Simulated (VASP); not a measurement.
Crystal: BAs.

```
As B
1.0
     0.00000    2.37247    2.37247
     2.37247    0.00000    2.37247
     2.37247    2.37247    0.00000
As B
1 1
Cartesian
  3.5587 3.5587 3.5587
  0.0000 0.0000 0.0000
```

This cell differs from its parent crystal: volume scaled by 0.98.

Base run:

| Property | Result |
| --- | --- |
| Program | VASP 6.6.1 |
| Functional | PBEsol |
| Potentials or basis | VASP PAW PBE potentials, release 64 (As, B) |
| Cutoff | 520 eV |
| k mesh | 10 × 10 × 10 |
| Occupations | fermi-dirac, width 0.05 eV |
| Spin | no spin polarisation |

Its results: band gap on the k mesh 1.06 eV, indirect (least direct gap 3.27 eV); pressure 3.0 GPa.

The run is repeated on the same cell with these changes: functional from PBEsol to PBEsol-based screened hybrid; k mesh from 10 × 10 × 10 to 5 × 5 × 5. What comes out?

Band gap on the k mesh 1.77 eV, indirect (least direct gap 4.13 eV); pressure 0.4 GPa.

Several settings changed at once, so the effect can't be laid on one alone.

Caveats: some runs use coarse meshes; the PAW data sets were made with another functional, which shifts forces and pressure a little.

A k mesh can miss the band edges.
